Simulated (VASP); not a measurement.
# La (P6_3/mmc) in VASP: a series of runs

Aim: see how the results for La move with the level of theory and the settings. Levels: PBEsol, r2SCAN. Tasks: single point.

Program: VASP 6.6.1. These are calculated values, not measurements. Logs are shortened: lines on timing, memory, paths and dates and some standing lists are left out, and cuts for length are marked.

## Step 1: The cell of the first run

The structure is hexagonal, space group P6_3/mmc (No. 194). The conventional cell has a = 3.033 Å, b = 3.033 Å, c = 5.201 Å, α = 90.00°, β = 90.00°, γ = 120.00°. La (site symmetry -6m2) has 12 La at 3.03 to 3.14 Å within 4.0 Å.

## Step 2: Single point, PBEsol

Contents of INCAR:

```
PREC = Accurate ; ENCUT = 520
EDIFF = 1E-6 ; ISMEAR = -1
SIGMA = 0.05 ; LREAL = False
LASPH = True ; NELM = 100
ALGO = Normal ; ISIF = 2
LWAVE = False ; LCHARG = False
GGA = PS ; NBANDS = 18
```

Contents of KPOINTS:

```
regular mesh
0
Gamma
  8 8 5
```

Contents of POSCAR:

```
La
1.0
    3.0327720639      0.0000000000      0.0000000000
   -1.5163860320      2.6264576513      0.0000000000
    0.0000000000      0.0000000000      5.2009075153
La
2
Direct
    0.6666666667      0.3333333333      0.7500000000
    0.3333333333      0.6666666667      0.2500000000
```

Potentials or basis: VASP PAW PBE potentials, release 64 (La).

On the command line:

```
cat potpaw_PBE.64/La/POTCAR > POTCAR
mpirun -np 1 vasp_std > vasp.out
```

OUTCAR:

```text
PREC = Accurate
   ENCUT = 520
   EDIFF = 1E-6
   ISMEAR = -1
   LREAL = False
   LASPH = True
   NELM = 100
   ISIF = 2
   GGA = PS

 ion  position               nearest neighbor table
   1  0.667  0.333  0.750-   2 3.14   2 3.14   2 3.14   2 3.14   2 3.14   2 3.14
   2  0.333  0.667  0.250-   1 3.14   1 3.14   1 3.14   1 3.14   1 3.14   1 3.14

  LATTYP: Found a hexagonal cell.
 ALAT       =     3.0327720639
 C/A-ratio  =     1.7149022102

  Lattice vectors:

 A1 = (   3.0327720639,   0.0000000000,   0.0000000000)
 A2 = (  -1.5163860320,   2.6264576513,   0.0000000000)
 A3 = (   0.0000000000,   0.0000000000,   5.2009075153)

Analysis of symmetry for initial positions (statically):
=====================================================================
 Subroutine PRICEL returns:
 Original cell was already a primitive cell.

 Routine SETGRP: Setting up the symmetry group for a
 hexagonal supercell.

 Subroutine GETGRP returns: Found 24 space group operations
 (whereof 12 operations were pure point group operations)
 out of a pool of 24 trial point group operations.

The static configuration has the point symmetry D_3d.
 The point group associated with its full space group is D_6h.

Analysis of symmetry for dynamics (positions and initial velocities):
=====================================================================
 Subroutine PRICEL returns:
 Original cell was already a primitive cell.

 Routine SETGRP: Setting up the symmetry group for a
 hexagonal supercell.

 Subroutine GETGRP returns: Found 24 space group operations
 (whereof 12 operations were pure point group operations)
 out of a pool of 24 trial point group operations.

The dynamic configuration has the point symmetry D_3d.
 The point group associated with its full space group is D_6h.

 Subroutine INISYM returns: Found 24 space group operations
 (whereof 12 operations are pure point group operations),
 and found     1 'primitive' translations

----------------------------------------------------------------------------------------

                                     Primitive cell

  volume of cell :      41.4276

  direct lattice vectors                    reciprocal lattice vectors
     3.032772064  0.000000000  0.000000000     0.329731341  0.190370479  0.000000000
    -1.516386032  2.626457651  0.000000000     0.000000000  0.380740957  0.000000000
     0.000000000  0.000000000  5.200907515     0.000000000  0.000000000  0.192274136

  length of vectors
     3.032772064  3.032772064  5.200907515     0.380740957  0.380740957  0.192274136

  position of ions in fractional coordinates (direct lattice)
     0.666666667  0.333333333  0.750000000
     0.333333333  0.666666667  0.250000000

  ion indices of the primitive-cell ions
   primitive index   ion index
                 1           1
                 2           2

----------------------------------------------------------------------------------------

 KPOINTS: regular mesh

Automatic generation of k-mesh.
 Grid dimensions read from file:
 generate k-points for:    8    8    5

 Generating k-lattice:

  Cartesian coordinates                     Fractional coordinates (reciprocal lattice)
     0.041216418  0.023796310  0.000000000     0.125000000  0.000000000  0.000000000
     0.000000000  0.047592620  0.000000000     0.000000000  0.125000000  0.000000000
     0.000000000  0.000000000  0.038454827     0.000000000  0.000000000  0.200000000

  Length of vectors
     0.047592620  0.047592620  0.038454827

  Shift w.r.t. Gamma in fractional coordinates (k-lattice)
     0.000000000  0.000000000  0.000000000

 Subroutine IBZKPT returns following result:
 ===========================================

 Found     30 irreducible k-points:

 Following reciprocal coordinates:
            Coordinates               Weight
  0.000000  0.000000  0.000000      1.000000
  0.125000  0.000000  0.000000      6.000000
  0.250000  0.000000  0.000000      6.000000
  0.375000  0.000000  0.000000      6.000000
  0.500000  0.000000  0.000000      3.000000
  0.125000  0.125000  0.000000      6.000000
[... 16 lines left out ...]
  0.250000  0.000000  0.400000     12.000000
  0.375000  0.000000  0.400000     12.000000
 [... further k-points ...]
   k-points           NKPTS =     30   k-points in BZ     NKDIM =     30   number of bands    NBANDS=     18
   number of dos      NEDOS =    301   number of ions     NIONS =      2
   total plane-waves  NPLWV =  23040
   dimension x,y,z NGX =    24 NGY =   24 NGZ =   40
   dimension x,y,z NGXF=    48 NGYF=   48 NGZF=   80
   ions per type =               2
   NGX,Y,Z   is equivalent  to a cutoff of  13.16, 13.16, 12.79 a.u.
   NGXF,Y,Z  is equivalent  to a cutoff of  26.31, 26.31, 25.57 a.u.
 SYSTEM =  unknown system
   PREC   = accura    normal or accurate (medium, high low for compatibility)
   ISTART =      0    job   : 0-new  1-cont  2-samecut
   ICHARG =      2    charge: 1-file 2-atom 10-const
   ISPIN  =      1    spin polarized calculation?
   LNONCOLLINEAR =      F non collinear calculations
   LSORBIT =      F    spin-orbit coupling
   LASPH  =      T    aspherical Exc in radial PAW
   ENCUT  =  520.0 eV  38.22 Ry    6.18 a.u.   5.64  5.64  9.67*2*pi/ulx,y,z
   NELM   =    100;   NELMIN=  2; NELMDL= -5     # of ELM steps
   EDIFF  = 0.1E-05   stopping-criterion for ELM
   LREAL  =      F    real-space projection
   EDIFFG = 0.1E-04   stopping-criterion for IOM
   NSW    =      0    number of steps for IOM
   IBRION =     -1    ionic relax: 0-MD 1-quasi-New 2-CG
   NFREE  =      0    steps in history (QN), initial steepest desc. (CG)
   ISIF   =      2    stress and relaxation
   ISYM   =      2    0-nonsym 1-usesym 2-fastsym
   POTIM  = 0.5000    time-step for ionic-motion
   TEBEG  =    0.0;   TEEND  =   0.0 temperature during run
   PSTRESS=    0.0 pullay stress
   NELECT =      22.0000    total number of electrons
   NUPDOWN=      -1.0000    fix difference up-down
   EMIN   =  10.00;   EMAX   =-10.00  energy-range for DOS
   EFERMI =   0.00;   METHOD = LEGACY
   ISMEAR =    -1;   SIGMA  =   0.05  broadening in eV -4-tet -1-fermi 0-gaus
   EFERMI_NEDOS =   21; number of points for ismear=-14 and -15
   IALGO  =     38    algorithm
   IMIX   =      4    mixing-type and parameters
     AMIX     =   0.40;   BMIX     =  1.00
     AMIX_MAG =   1.60;   BMIX_MAG =  1.00
  volume/ion in A,a.u.               =      20.71       139.78
  Fermi-wavevector in a.u.,A,eV,Ry     =   1.325722  2.505252 23.912785  1.757540
  Thomas-Fermi vector in A             =   2.455162
   LORBIT       =      0    0 simple, 1 ext, 2 COOP (PROOUT), +10 PAW based schemes
   GGA     = PS    functional components
   LHFCALC =     F    Hartree Fock is set to
   AEXX    =    0.0000 exact exchange contribution
   IVDW    =     0    specifies the selected vdW correction
   LEPSILON=     F    determine dielectric tensor
   LRPA    =     F    only Hartree local field effects (RPA)
 non-spin polarized calculation
  energy-cutoff  :      520.00
  volume of cell :       41.43
 maximum number of plane-waves:      1135
 NGX is ok and might be reduce to    24
   NGX = 11   NGY = 11   NGZ = 19

 number of electron      22.0000000 magnetization

 Free energy of the ion-electron system (eV)
  ---------------------------------------------------
  ext. energy  EPLUGINS =         0.00000000
  ---------------------------------------------------
  free energy    TOTEN  =        -8.91276819 eV

  energy without entropy =       -8.89701984  energy(sigma->0) =       -8.90489402

 E-fermi :  15.1011     XC(G=0): -12.3401

 val. band max:       15.0562638413   @ k =   0.2500   0.2500   0.0000
 cond. band min:      15.1209038427   @ k =   0.1250   0.0000   0.2000
 fundamental gap:      0.0646400013
 Fermi energy:        15.1011470655

 k-point     1 :       0.0000    0.0000    0.0000
  band No.  band energies     occupation
      1     -18.3510      2.00000
      2     -17.0810      2.00000
      3      -4.1692      2.00000
      4       1.2193      2.00000
      5       1.2193      2.00000
      6       1.3780      2.00000
[... 10 lines left out ...]
     17      17.4886      0.00000
     18      17.5610      0.00000

 k-point     2 :       0.1250    0.0000    0.0000
  band No.  band energies     occupation
      1     -18.1748      2.00000
      2     -16.9599      2.00000
      3      -3.9379      2.00000
      4       0.2204      2.00000
      5       0.9289      2.00000
      6       0.9474      2.00000
[... 10 lines left out ...]
     17      17.3982      0.00000
     18      17.7964      0.00000

 k-point     3 :       0.2500    0.0000    0.0000
  band No.  band energies     occupation
      1     -17.6991      2.00000
      2     -16.6646      2.00000
      3      -3.2827      2.00000
      4      -1.7452      2.00000
      5      -0.9015      2.00000
      6       0.3460      2.00000
[... 10 lines left out ...]
     17      18.1540      0.00000
     18      18.2079      0.00000

 k-point     4 :       0.3750    0.0000    0.0000
  band No.  band energies     occupation
      1     -17.1049      2.00000
      2     -16.3948      2.00000
      3      -3.3757      2.00000
      4      -2.5267      2.00000
      5      -2.3583      2.00000
      6      -0.1447      2.00000
[... 375 lines left out ...]
      4      -0.9486      2.00000
      5       0.5604      2.00000
      6       0.8786      2.00000
[... 10 lines left out ...]
     17      17.6565      0.00000
     18      17.7953      0.00000

 k-point    23 :       0.2500    0.0000    0.4000
  band No.  band energies     occupation
      1     -17.3732      2.00000
      2     -17.0558      2.00000
      3      -2.5226      2.00000
      4      -1.8474      2.00000
      5      -0.7561      2.00000
      6       0.1348      2.00000
[... 10 lines left out ...]
     17      17.8218      0.00000
     18      17.9612      0.00000

 k-point    24 :       0.3750    0.0000    0.4000
  band No.  band energies     occupation
      1     -16.8708      2.00000
      2     -16.6516      2.00000
      3      -3.5903      2.00000
      4      -3.2842      2.00000
      5      -0.7267      2.00000
      6       0.1347      2.00000
[... 10 lines left out ...]
     17      18.0061      0.00000
     18      18.1880      0.00000

 [... further k-points ...]
[... 5 lines left out ...]
  --------------------------------------------------------------------------------------
  -------------------------------------------------------------------------------------
  Total        7.8630223      7.8630223      7.8434399     -0.0000000      0.0000000      0.0000000
  in kB      304.0960524    304.0960525    303.3387226     -0.0000000      0.0000000      0.0000000
  external PRESSURE =     303.8436092 kB  Pullay stress =       0.0000000 kB

 VOLUME and BASIS-vectors are now :
 -----------------------------------------------------------------------------
  energy-cutoff  :      520.00
  volume of cell :       41.43
      direct lattice vectors                 reciprocal lattice vectors
     3.032772064  0.000000000  0.000000000     0.329731341  0.190370479  0.000000000
    -1.516386032  2.626457651  0.000000000     0.000000000  0.380740957  0.000000000
     0.000000000  0.000000000  5.200907515     0.000000000  0.000000000  0.192274136

 POSITION                                       TOTAL-FORCE (eV/Angst)
 -----------------------------------------------------------------------------------
      1.51639      0.87549      3.90068         0.000000     -0.000000      0.000000
     -0.00000      1.75097      1.30023        -0.000000      0.000000      0.000000
 -----------------------------------------------------------------------------------
    total drift:                               -0.000000      0.000000     -0.000000

  FREE ENERGIE OF THE ION-ELECTRON SYSTEM (eV)
  ---------------------------------------------------
  free  energy   TOTEN  =        -8.9127681916 eV

  energy  without entropy=       -8.8970198409  energy(sigma->0) =       -8.90489402
```

Wall time 26 s (1 thread of Intel Xeon Platinum 8259CL at 2.50GHz (Skylake/Cascade Lake), shared host); peak memory 0.17 GiB.

What came out:

| Item | Value |
| --- | --- |
| Free energy | -8.9128 eV |
| Pressure | 30.4 GPa |
| Band gap on the k mesh | zero (band 11 reaches 15.96 eV, above the bottom of band 12 at 13.44 eV) |

Caveat: the PAW data sets were made with another functional, which shifts forces and pressure a little; spin-orbit coupling is left out, which moves the levels of the heavy elements.

## Step 3: Single point, r2SCAN

This run uses another cell than the first one, of 36.96 Å³/atom, 1.784 times its volume.

Contents of POSCAR:

```
La
1.0
    3.7500000000      0.0000000000      0.0000000000
   -1.8750000000      3.2475952642      0.0000000000
    0.0000000000      0.0000000000      6.0700000000
La
2
Direct
    0.6666666667      0.3333333333      0.7500000000
    0.3333333333      0.6666666667      0.2500000000
```

Contents of INCAR.step1:

```
PREC     = Accurate       # precision mode
ENCUT    = 520            # plane-wave cutoff, eV
ISMEAR   = -1             # smearing method
SIGMA    = 0.05           # smearing width, eV
LREAL    = F              # projectors in reciprocal space
LASPH    = T              # aspherical terms in the spheres
NELM     = 100            # most SCF steps
NBANDS   = 18             # bands
GGA      = PE             # functional
ALGO     = Normal         # electronic algorithm
EDIFF    = 1E-4           # SCF threshold, eV
LWAVE    = T              # write WAVECAR
LCHARG   = F              # write CHGCAR
```

Contents of INCAR.step2:

```
PREC     = Accurate       # precision mode
ENCUT    = 520            # plane-wave cutoff, eV
EDIFF    = 1E-6           # SCF threshold, eV
ISMEAR   = -1             # smearing method
SIGMA    = 0.05           # smearing width, eV
LREAL    = F              # projectors in reciprocal space
LASPH    = T              # aspherical terms in the spheres
NELM     = 100            # most SCF steps
ALGO     = Normal         # electronic algorithm
ISIF     = 2              # what is computed and relaxed
LWAVE    = F              # write WAVECAR
LCHARG   = T              # write CHGCAR
METAGGA  = R2SCAN         # meta-GGA
LMIXTAU  = T            
LELF     = T              # ELF
LVHAR    = T            
NBANDS   = 18             # bands
ISTART   = 1
```

Contents of KPOINTS:

```
Automatic mesh
0
Gamma
  5 5 3
```

Potentials or basis: VASP PAW PBE potentials, release 64 (La).

On the command line:

```
cat potpaw_PBE.64/La/POTCAR > POTCAR
cp INCAR.step1 INCAR
mpirun -np 1 vasp_std > vasp.out
cp INCAR.step2 INCAR
mpirun -np 1 vasp_std > vasp.out
```

Run time: 1.8 min. Hardware: 1 thread of Intel Xeon Platinum 8259CL at 2.50GHz (Skylake/Cascade Lake), shared host; peak memory 0.19 GiB.

The run converged. Its results:

* Free energy: -59.4436 eV
* Pressure: 0.7 GPa
* Band gap on the k mesh: zero (band 11 reaches 9.31 eV, above the bottom of band 12 at 7.63 eV)

Stress tensor (GPa, compression positive):
```
 1.38  0.00  0.00
 0.00  1.38  0.00
 0.00  0.00 -0.67
```

Levels at points of the mesh, in eV from the Fermi level:
```
           k point  band 7  band 8  band 9  band 10  band 11  band 12  band 13  band 14  band 15  band 16
(0.00, 0.00, 0.00)  -16.53  -16.51   -3.28    -1.80     1.33     1.51     1.51     1.83     1.95     1.96
```

Caveat: the k points lie up to 0.39 Å⁻¹ apart; the PAW data sets were made with another functional, which shifts forces and pressure a little; spin-orbit coupling is left out, which moves the levels of the heavy elements.

## Step 4: Single point, PBEsol

This run uses another cell than the first one, of 22.72 Å³/atom, 1.097 times its volume.

Contents of INCAR:

```
SYSTEM = La
  ALGO = Normal
  EDIFF = 1E-7
  ENCUT = 520
  GGA = PS
  ISIF = 2
  ISMEAR = -1
  LASPH = .True.
  LCHARG = .False.
  LREAL = .False.
  LWAVE = .False.
  NBANDS = 18
  NELM = 60
  PREC = Accurate
  SIGMA = 0.05
```

Contents of KPOINTS:

```
k-points
0
Gamma
  8 8 5
  0 0 0
```

Contents of POSCAR:

```
La
1.0
    3.1218397817      0.0000000000      0.0000000000
   -1.5609198908      2.7035925575      0.0000000000
    0.0000000000      0.0000000000      5.3827903821
La
2
Direct
    0.6666666667      0.3333333333      0.7500000000
    0.3333333333      0.6666666667      0.2500000000
```

On the command line:

```
cat potpaw_PBE.64/La/POTCAR > POTCAR
mpirun -np 1 vasp_std > vasp.out
```

It took 46 s on 1 thread of Intel Xeon Platinum 8259CL at 2.50GHz (Skylake/Cascade Lake), shared host; peak memory 0.18 GiB.

Results (log left out):

* Free energy: -9.5363 eV
* Pressure: 20.4 GPa
* Band gap on the k mesh: zero (band 11 reaches 14.49 eV, above the bottom of band 12 at 12.27 eV)

Levels at points of the mesh, in eV from the Fermi level:
```tsv
k point	band 8	band 9	band 10	band 11	band 12	band 13	band 14	band 15
(0.00, 0.00, 0.00)	-13.69	-1.98	-1.78	0.51	1.66	1.66	1.76	1.84
(0.50, 0.00, 0.00)	-14.49	-3.16	-2.37	-1.42	1.59	1.72	1.93	1.95
```

Caveat: the PAW data sets were made with another functional, which shifts forces and pressure a little; spin-orbit coupling is left out, which moves the levels of the heavy elements.

## Step 5: Overview

```tsv
level	cell	k mesh	gap on the mesh (eV)	pressure (GPa)
PBEsol	a = 3.033, b = 3.033, c = 5.201 Å, angles 90.0, 90.0, 120.0°, 2 atoms	8 × 8 × 5	none	30.4
r2SCAN	a = 3.750, b = 3.750, c = 6.070 Å, angles 90.0, 90.0, 120.0°, 2 atoms	5 × 5 × 3	none	0.7
PBEsol	a = 3.122, b = 3.122, c = 5.383 Å, angles 90.0, 90.0, 120.0°, 2 atoms	8 × 8 × 5	none	20.4
```

Alike in all rows: task single point; potentials or basis VASP PAW PBE potentials, release 64 (La); no spin polarisation; cutoff (eV) 520; smearing fermi-dirac 0.05 eV.

Caveats: some runs use coarse meshes; the PAW data sets were made with another functional, which shifts forces and pressure a little; spin-orbit coupling is left out, which moves the levels of the heavy elements.

Absolute energies hang on the potentials; compare differences alone.
